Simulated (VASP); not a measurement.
# LiSi16 (a cell with a defect) in VASP: notebook

Runs on LiSi16 (a cell with a defect). Level: PBE. Tasks: single point.

All numbers are computed with VASP 6.6.1; they aren't measurements. Logs are shortened: lines on timing, memory, paths and dates and some standing lists are left out, and cuts for length are marked.

### 1 The cell of the first run

The cell holds a defect, 17 atoms: a = 7.736 Å, b = 7.736 Å, c = 7.736 Å, α = 60.00°, β = 60.00°, γ = 60.00°.

### 2 Single point, PBE

Contents of INCAR:

```
PREC     = Accurate       # precision mode
ENCUT    = 520            # plane-wave cutoff, eV
EDIFF    = 1E-6           # SCF threshold, eV
ISMEAR   = 0              # smearing method
SIGMA    = 0.02           # smearing width, eV
LREAL    = Auto         
LASPH    = T              # aspherical terms in the spheres
NELM     = 100            # most SCF steps
ALGO     = Normal         # electronic algorithm
ISIF     = 2              # what is computed and relaxed
LWAVE    = F              # write WAVECAR
LCHARG   = T              # write CHGCAR
GGA      = PE             # functional
LELF     = T              # ELF
LVHAR    = T            
NELECT   = 66.0         
NBANDS   = 48             # bands
```

Contents of KPOINTS:

```
regular mesh
0
Gamma
  2 2 2
```

Contents of POSCAR:

```
LiSi16
1.0
    0.0000000000      5.4700937548     -5.4700937548
    5.4700937548      5.4700937548      0.0000000000
    5.4700937548      0.0000000000     -5.4700937548
Si Li
16 1
Direct
    0.1184016269      0.1184550081      0.1184818815
    0.1297451254      0.6093343459      0.1298299502
    0.6092664311      0.1297969526      0.1298326010
    0.6246565696      0.6247042835      0.1285122397
    0.1297434801      0.1297919253      0.6093827911
    0.1284275063      0.6247100421      0.6247361843
    0.6246580320      0.1284804304      0.6247317054
    0.6315386271      0.6315936536      0.6316399051
    0.2508304357      0.7438585484      0.2509095934
    0.2421008779      0.2421692496      0.2422156839
    0.7455501099      0.7456042223      0.2600719592
    0.7438044360      0.2508777841      0.2509052059
    0.2599667508      0.7456141856      0.7456498340
    0.2508321724      0.2508839083      0.7438878898
    0.7556019486      0.7556544157      0.7556871391
    0.7455556857      0.2600247023      0.7456448980
   -0.0296322161     -0.0295475740     -0.0294782882
```

Potentials or basis: VASP PAW PBE potentials, release 64 (Si, Li_sv).

Launch:

```sh
cat potpaw_PBE.64/Si/POTCAR potpaw_PBE.64/Li_sv/POTCAR > POTCAR
mpirun -np 1 vasp_std > vasp.out
```

OUTCAR:

```text
PREC = Accurate
   ENCUT = 520
   EDIFF = 1E-6
   ISMEAR = 0
   LREAL = Auto
   LASPH = T
   NELM = 100
   ISIF = 2
   GGA = PE
   NELECT = 66.0

 ion  position               nearest neighbor table
   1  0.118  0.118  0.118-  10 2.34  14 2.37   9 2.37  12 2.37  17 2.80
   2  0.130  0.609  0.130-  10 2.32  17 2.34   9 2.38  13 2.43  11 2.43
   3  0.609  0.130  0.130-  10 2.32  17 2.34  12 2.38  16 2.43  11 2.43
   4  0.625  0.625  0.129-  15 2.36  11 2.36   9 2.36  12 2.36
   5  0.130  0.130  0.609-  10 2.32  17 2.34  14 2.38  13 2.43  16 2.43
   6  0.128  0.625  0.625-  15 2.36  13 2.36  14 2.36   9 2.36
   7  0.625  0.128  0.625-  15 2.36  16 2.36  14 2.36  12 2.36
   8  0.632  0.632  0.632-  11 2.35  16 2.35  13 2.35  15 2.35
   9  0.251  0.744  0.251-   4 2.36   6 2.36   1 2.37   2 2.38
  10  0.242  0.242  0.242-   3 2.32   2 2.32   5 2.32   1 2.34
  11  0.746  0.746  0.260-   8 2.35   4 2.36   3 2.43   2 2.43  17 2.51
  12  0.744  0.251  0.251-   7 2.36   4 2.36   1 2.37   3 2.38
  13  0.260  0.746  0.746-   8 2.35   6 2.36   5 2.43   2 2.43  17 2.51
  14  0.251  0.251  0.744-   7 2.36   6 2.36   1 2.37   5 2.38
  15  0.756  0.756  0.756-   8 2.35   4 2.36   6 2.36   7 2.36
  16  0.746  0.260  0.746-   8 2.35   7 2.36   5 2.43   3 2.43  17 2.51
  17  0.970  0.970  0.971-   3 2.34   2 2.34   5 2.34  11 2.51  16 2.51  13 2.51   1 2.80

  LATTYP: Found a face centered cubic cell.
 ALAT       =    10.9401875096

  Lattice vectors:

 A1 = (   0.0000000000,   5.4700937548,  -5.4700937548)
 A2 = (   5.4700937548,   5.4700937548,   0.0000000000)
 A3 = (   5.4700937548,   0.0000000000,  -5.4700937548)

Analysis of symmetry for initial positions (statically):
=====================================================================
 Subroutine PRICEL returns:
 Original cell was already a primitive cell.

 Routine SETGRP: Setting up the symmetry group for a
 face centered cubic supercell.

 Subroutine GETGRP returns: Found  1 space group operations
 (whereof  1 operations were pure point group operations)
 out of a pool of 48 trial point group operations.

The static configuration has the point symmetry C_1 .

Analysis of symmetry for dynamics (positions and initial velocities):
=====================================================================
 Subroutine PRICEL returns:
 Original cell was already a primitive cell.

 Routine SETGRP: Setting up the symmetry group for a
 face centered cubic supercell.

 Subroutine GETGRP returns: Found  1 space group operations
 (whereof  1 operations were pure point group operations)
 out of a pool of 48 trial point group operations.

The dynamic configuration has the point symmetry C_1 .

 Subroutine INISYM returns: Found  1 space group operations
 (whereof  1 operations are pure point group operations),
 and found     1 'primitive' translations

----------------------------------------------------------------------------------------

                                     Primitive cell

  volume of cell :     327.3515

  direct lattice vectors                    reciprocal lattice vectors
     0.000000000  5.470093755 -5.470093755    -0.091406112  0.091406112 -0.091406112
     5.470093755  5.470093755  0.000000000     0.091406112  0.091406112  0.091406112
     5.470093755  0.000000000 -5.470093755     0.091406112 -0.091406112 -0.091406112

  length of vectors
     7.735880775  7.735880775  7.735880775     0.158320029  0.158320029  0.158320029

  position of ions in fractional coordinates (direct lattice)
     0.118401627  0.118455008  0.118481882
     0.129745125  0.609334346  0.129829950
     0.609266431  0.129796953  0.129832601
     0.624656570  0.624704284  0.128512240
     0.129743480  0.129791925  0.609382791
     0.128427506  0.624710042  0.624736184
[... 9 lines left out ...]
     0.745555686  0.260024702  0.745644898
     0.970367784  0.970452426  0.970521712

  ion indices of the primitive-cell ions
   primitive index   ion index
                 1           1
                 2           2
                 3           3
                 4           4
                 5           5
                 6           6
[... 9 lines left out ...]
                16          16
                17          17

----------------------------------------------------------------------------------------

 KPOINTS: regular mesh

Automatic generation of k-mesh.
 Grid dimensions read from file:
 generate k-points for:    2    2    2

 Generating k-lattice:

  Cartesian coordinates                     Fractional coordinates (reciprocal lattice)
    -0.045703056  0.045703056 -0.045703056     0.500000000  0.000000000  0.000000000
     0.045703056  0.045703056  0.045703056     0.000000000  0.500000000  0.000000000
     0.045703056 -0.045703056 -0.045703056     0.000000000  0.000000000  0.500000000

  Length of vectors
     0.079160015  0.079160015  0.079160015

  Shift w.r.t. Gamma in fractional coordinates (k-lattice)
     0.000000000  0.000000000  0.000000000

 Subroutine IBZKPT returns following result:
 ===========================================

 Found      8 irreducible k-points:

 Following reciprocal coordinates:
            Coordinates               Weight
  0.000000  0.000000  0.000000      1.000000
  0.500000  0.000000  0.000000      1.000000
  0.000000  0.500000  0.000000      1.000000
  0.000000  0.000000  0.500000      1.000000
  0.500000  0.500000  0.500000      1.000000
  0.500000  0.500000  0.000000      1.000000
  0.000000  0.500000  0.500000      1.000000
  0.500000  0.000000  0.500000      1.000000
   k-points           NKPTS =      8   k-points in BZ     NKDIM =      8   number of bands    NBANDS=     48
   number of dos      NEDOS =    301   number of ions     NIONS =     17
   total plane-waves  NPLWV = 216000
   dimension x,y,z NGX =    60 NGY =   60 NGZ =   60
   dimension x,y,z NGXF=   120 NGYF=  120 NGZF=  120
   ions per type =              16   1
   NGX,Y,Z   is equivalent  to a cutoff of  12.89, 12.89, 12.89 a.u.
   NGXF,Y,Z  is equivalent  to a cutoff of  25.79, 25.79, 25.79 a.u.
 SYSTEM =  unknown system
   PREC   = accura    normal or accurate (medium, high low for compatibility)
   ISTART =      0    job   : 0-new  1-cont  2-samecut
   ICHARG =      2    charge: 1-file 2-atom 10-const
   ISPIN  =      1    spin polarized calculation?
   LNONCOLLINEAR =      F non collinear calculations
   LSORBIT =      F    spin-orbit coupling
   LASPH  =      T    aspherical Exc in radial PAW
   ENCUT  =  520.0 eV  38.22 Ry    6.18 a.u.  14.38 14.38 14.38*2*pi/ulx,y,z
   NELM   =    100;   NELMIN=  2; NELMDL= -5     # of ELM steps
   EDIFF  = 0.1E-05   stopping-criterion for ELM
   LREAL  =      T    real-space projection
   EDIFFG = 0.1E-04   stopping-criterion for IOM
   NSW    =      0    number of steps for IOM
   IBRION =     -1    ionic relax: 0-MD 1-quasi-New 2-CG
   NFREE  =      0    steps in history (QN), initial steepest desc. (CG)
   ISIF   =      2    stress and relaxation
   ISYM   =      2    0-nonsym 1-usesym 2-fastsym
   POTIM  = 0.5000    time-step for ionic-motion
   TEBEG  =    0.0;   TEEND  =   0.0 temperature during run
   PSTRESS=    0.0 pullay stress
   NELECT =      66.0000    total number of electrons
   NUPDOWN=      -1.0000    fix difference up-down
   EMIN   =  10.00;   EMAX   =-10.00  energy-range for DOS
   EFERMI =   0.00;   METHOD = LEGACY
   ISMEAR =     0;   SIGMA  =   0.02  broadening in eV -4-tet -1-fermi 0-gaus
   EFERMI_NEDOS =   21; number of points for ismear=-14 and -15
   IALGO  =     38    algorithm
   IMIX   =      4    mixing-type and parameters
     AMIX     =   0.40;   BMIX     =  1.00
     AMIX_MAG =   1.60;   BMIX_MAG =  1.00
  volume/ion in A,a.u.               =      19.26       129.95
  Fermi-wavevector in a.u.,A,eV,Ry     =   0.959956  1.814054 12.537983  0.921516
  Thomas-Fermi vector in A             =   2.089198
   LORBIT       =      0    0 simple, 1 ext, 2 COOP (PROOUT), +10 PAW based schemes
   GGA     = PE    functional components
   LHFCALC =     F    Hartree Fock is set to
   AEXX    =    0.0000 exact exchange contribution
   IVDW    =     0    specifies the selected vdW correction
   LEPSILON=     F    determine dielectric tensor
   LRPA    =     F    only Hartree local field effects (RPA)
 non-spin polarized calculation
 Gauss-broadening in eV      SIGMA  =   0.02
  energy-cutoff  :      520.00
  volume of cell :      327.35
 maximum number of plane-waves:      8824
 NGX is ok and might be reduce to    60
   NGX = 29   NGY = 29   NGZ = 29

 number of electron      65.9999998 magnetization

 Free energy of the ion-electron system (eV)
  ---------------------------------------------------
  ext. energy  EPLUGINS =         0.00000000
  ---------------------------------------------------
  free energy    TOTEN  =       -93.18102919 eV

  energy without entropy =      -93.18102919  energy(sigma->0) =      -93.18102919

 E-fermi :   5.9456     XC(G=0):  -9.3552

 val. band max:        5.8271981102   @ k =   0.0000   0.0000   0.0000
 cond. band min:       6.3315943482   @ k =   0.0000   0.0000   0.0000
 fundamental gap:      0.5043962380
 Fermi energy:         5.9456219057

 k-point     1 :       0.0000    0.0000    0.0000
  band No.  band energies     occupation
      1     -40.5135      2.00000
      2      -5.9907      2.00000
      3      -3.8022      2.00000
      4      -3.7350      2.00000
      5      -3.7350      2.00000
      6      -3.7112      2.00000
[... 37 lines left out ...]
     44       8.0664      0.00000
     45       8.0666      0.00000

 k-point     2 :       0.5000    0.0000    0.0000
  band No.  band energies     occupation
      1     -40.5135      2.00000
      2      -5.2704      2.00000
      3      -5.1648      2.00000
      4      -3.4832      2.00000
      5      -3.4469      2.00000
      6      -3.3648      2.00000
[... 37 lines left out ...]
     44       9.3396      0.00000
     45       9.3950      0.00000

 k-point     3 :       0.0000    0.5000    0.0000
  band No.  band energies     occupation
      1     -40.5135      2.00000
      2      -5.2704      2.00000
      3      -5.1648      2.00000
      4      -3.4832      2.00000
      5      -3.4470      2.00000
      6      -3.3648      2.00000
[... 37 lines left out ...]
     44       9.3396      0.00000
     45       9.3950      0.00000

 k-point     4 :       0.0000    0.0000    0.5000
  band No.  band energies     occupation
      1     -40.5135      2.00000
      2      -5.2704      2.00000
      3      -5.1648      2.00000
      4      -3.4832      2.00000
      5      -3.4470      2.00000
      6      -3.3648      2.00000
[... 37 lines left out ...]
     44       9.3396      0.00000
     45       9.3950      0.00000

 k-point     5 :       0.5000    0.5000    0.5000
  band No.  band energies     occupation
      1     -40.5135      2.00000
      2      -5.2699      2.00000
      3      -5.1478      2.00000
      4      -3.4736      2.00000
      5      -3.4311      2.00000
      6      -3.4310      2.00000
[... 37 lines left out ...]
     44       9.4043      0.00000
     45       9.4044      0.00000

 k-point     6 :       0.5000    0.5000    0.0000
  band No.  band energies     occupation
      1     -40.5135      2.00000
      2      -4.9925      2.00000
      3      -4.9000      2.00000
      4      -4.0470      2.00000
      5      -4.0159      2.00000
      6      -4.0062      2.00000
[... 37 lines left out ...]
     44      10.0687      0.00000
     45      10.0984      0.00000

 k-point     7 :       0.0000    0.5000    0.5000
  band No.  band energies     occupation
      1     -40.5135      2.00000
      2      -4.9925      2.00000
      3      -4.9000      2.00000
      4      -4.0469      2.00000
      5      -4.0159      2.00000
      6      -4.0062      2.00000
[... 37 lines left out ...]
     44      10.0687      0.00000
     45      10.0985      0.00000

 k-point     8 :       0.5000    0.0000    0.5000
  band No.  band energies     occupation
      1     -40.5135      2.00000
      2      -4.9925      2.00000
      3      -4.9000      2.00000
      4      -4.0470      2.00000
      5      -4.0159      2.00000
      6      -4.0062      2.00000
[... 37 lines left out ...]
     44      10.0687      0.00000
     45      10.0984      0.00000
 [bands above 45 left out]

------------------------ aborting loop because EDIFF is reached ----------------------------------------

  FORCE on cell =-STRESS in cart. coord.  units (eV):
  Direction    XX          YY          ZZ          XY          YZ          ZX
  --------------------------------------------------------------------------------------
  -------------------------------------------------------------------------------------
  Total       -4.9728879     -4.9715794     -4.9717282     -0.6618050      0.6623892      0.6623515
  in kB      -24.3391240    -24.3327200    -24.3334483     -3.2391146      3.2419740      3.2417895
  external PRESSURE =     -24.3350974 kB  Pullay stress =       0.0000000 kB

 VOLUME and BASIS-vectors are now :
 -----------------------------------------------------------------------------
  energy-cutoff  :      520.00
  volume of cell :      327.35
      direct lattice vectors                 reciprocal lattice vectors
     0.000000000  5.470093755 -5.470093755    -0.091406112  0.091406112 -0.091406112
     5.470093755  5.470093755  0.000000000     0.091406112  0.091406112  0.091406112
     5.470093755  0.000000000 -5.470093755     0.091406112 -0.091406112 -0.091406112

 POSITION                                       TOTAL-FORCE (eV/Angst)
 -----------------------------------------------------------------------------------
      1.29607      1.29563     -1.29577         0.024582      0.024757     -0.024780
      4.04330      4.04283     -1.41990        -0.014330     -0.014903      0.034499
      1.42020      4.04275     -4.04294        -0.034517     -0.014658      0.014396
      4.12016      6.83412     -4.11990        -0.030379     -0.017532      0.030388
      4.04335      1.41968     -4.04309        -0.014588     -0.034505      0.014915
      6.83459      4.11973     -4.11988        -0.017283     -0.030203      0.030310
[... 9 lines left out ...]
      5.50111      5.50062     -8.15701        -0.052158     -0.052659      0.003880
     10.61731     10.61647    -10.61685         0.411261      0.412800     -0.412425
 -----------------------------------------------------------------------------------
    total drift:                               -0.001102      0.000178      0.000021

  FREE ENERGIE OF THE ION-ELECTRON SYSTEM (eV)
  ---------------------------------------------------
  free  energy   TOTEN  =       -93.1810291938 eV

  energy  without entropy=      -93.1810291938  energy(sigma->0) =      -93.18102919
```

Wall time 6.2 min (1 thread of AMD EPYC 7R43 (Zen 3), shared host); peak memory 0.43 GiB.

What came out:

```
Free energy   : -93.1810 eV
Largest force : 0.714 eV/Å
```

Forces in eV/Å, atoms in the order of the input:
```
Si   0.025  0.025 -0.025
Si  -0.014 -0.015  0.034
Si  -0.035 -0.015  0.014
Si  -0.030 -0.018  0.030
Si  -0.015 -0.035  0.015
Si  -0.017 -0.030  0.030
Si  -0.030 -0.030  0.017
Si  -0.037 -0.037  0.037
Si  -0.053 -0.052 -0.017
Si  -0.041 -0.042  0.042
Si  -0.052 -0.004  0.052
Si   0.018 -0.053  0.053
Si  -0.004 -0.053  0.053
Si  -0.053  0.018  0.052
Si  -0.021 -0.020  0.020
Si  -0.052 -0.053  0.004
Li   0.411  0.413 -0.412
```

Caveat: the k points lie up to 0.50 Å⁻¹ apart; the cell carries a net charge on a neutralising background, which shifts energy and pressure; the cell is charged against a uniform background, so pressure and absolute levels hang on convention; the cutoff is under 1.25 times the usual one of these potentials, so pressure, stress and relaxed cells hold a basis-set (Pulay) error.

### 3 Single point, PBE

Contents of INCAR:

```
SYSTEM = LiSi16
PREC = Accurate
ENCUT = 520
EDIFF = 1E-7
ISMEAR = 0
SIGMA = 0.02
LREAL = Auto
LASPH = .True.
NELM = 100
ALGO = Normal
ISIF = 2
LWAVE = .False.
LCHARG = .False.
GGA = PE
NELECT = 66.0
NBANDS = 48
```

Contents of KPOINTS:

```
regular mesh
0
Gamma
  2 2 2
  0 0 0
```

Contents of POSCAR:

```
LiSi16
1.0
    0.0000000000      5.4700937548     -5.4700937548
    5.4700937548      5.4700937548      0.0000000000
    5.4700937548      0.0000000000     -5.4700937548
Si Li
16 1
Direct
    0.1193245544      0.1193302216      0.1194015184
    0.1293694463      0.6149552733      0.1294506149
    0.6149414710      0.1293784955      0.1294525344
    0.6241062134      0.6241085899      0.1311983911
    0.1293618595      0.1293684408      0.6150392755
    0.1311240780      0.6241033798      0.6241715687
    0.6241004548      0.1311268202      0.6241708375
    0.6328005799      0.6328091720      0.6329046000
    0.2502796225      0.7465043897      0.2503456177
    0.2433728853      0.2433871447      0.2434673992
    0.7451779042      0.7451877761      0.2657395038
    0.7464994538      0.2502819991      0.2503447037
    0.2656334727      0.7451916151      0.7452603525
    0.2502739553      0.2502770631      0.7465758693
    0.7565298120      0.7565310917      0.7566009260
    0.7451822917      0.2656437102      0.7452599869
   -0.0955006483     -0.0954823671     -0.0953586032
```

Potentials or basis: VASP PAW PBE potentials, release 64 (Si, Li_sv).

Launch:

```sh
cat potpaw_PBE.64/Si/POTCAR potpaw_PBE.64/Li_sv/POTCAR > POTCAR
mpirun -np 1 vasp_std > vasp.out
```

It took 6.6 min on 1 thread of AMD EPYC 7R43 (Zen 3), shared host; peak memory 0.43 GiB.

It converged, with:

```
Free energy   : -93.1810 eV
Largest force : 0.716 eV/Å
```

Forces in eV/Å, atoms in the order of the input:
```
Si   0.020  0.020 -0.020
Si   0.052  0.052 -0.002
Si   0.002  0.052 -0.052
Si   0.051 -0.015 -0.051
Si   0.052  0.002 -0.051
Si  -0.016  0.051 -0.051
Si   0.051  0.051  0.015
Si   0.044  0.044 -0.044
Si   0.031  0.031 -0.019
Si   0.036  0.036 -0.036
Si   0.015  0.034 -0.015
Si   0.019  0.031 -0.031
Si   0.034  0.015 -0.016
Si   0.031  0.019 -0.031
Si  -0.024 -0.024  0.024
Si   0.016  0.015 -0.034
Li  -0.414 -0.413  0.413
```

Levels at points of the mesh, in eV from the Fermi level:
```csv
k point,band 29,band 30,band 31,band 32,band 33,band 34,band 35,band 36,band 37,band 38
"(0.00, 0.00, 0.00)",-1.25,-1.17,-0.15,-0.11,-0.11,0.40,0.57,0.57,0.65,0.65
"(0.50, 0.00, 0.00)",-2.20,-0.92,-0.92,-0.86,-0.83,1.06,1.21,1.38,1.41,1.47
"(0.00, 0.50, 0.00)",-2.20,-0.92,-0.92,-0.86,-0.83,1.06,1.21,1.38,1.41,1.47
"(0.00, 0.00, 0.50)",-2.20,-0.92,-0.92,-0.86,-0.83,1.06,1.21,1.38,1.41,1.47
"(0.50, 0.50, 0.50)",-2.10,-0.91,-0.91,-0.82,-0.82,1.20,1.20,1.21,1.59,1.59
"(0.50, 0.50, 0.00)",-1.95,-1.47,-1.47,-1.41,-1.36,0.94,1.02,2.06,2.16,2.25
"(0.00, 0.50, 0.50)",-1.95,-1.47,-1.47,-1.41,-1.36,0.94,1.02,2.06,2.16,2.25
"(0.50, 0.00, 0.50)",-1.95,-1.47,-1.47,-1.41,-1.36,0.94,1.02,2.06,2.16,2.25
```

Caveat: the k points lie up to 0.50 Å⁻¹ apart; the cell carries a net charge on a neutralising background, which shifts energy and pressure; the cell is charged against a uniform background, so pressure and absolute levels hang on convention; the cutoff is under 1.25 times the usual one of these potentials, so pressure, stress and relaxed cells hold a basis-set (Pulay) error.
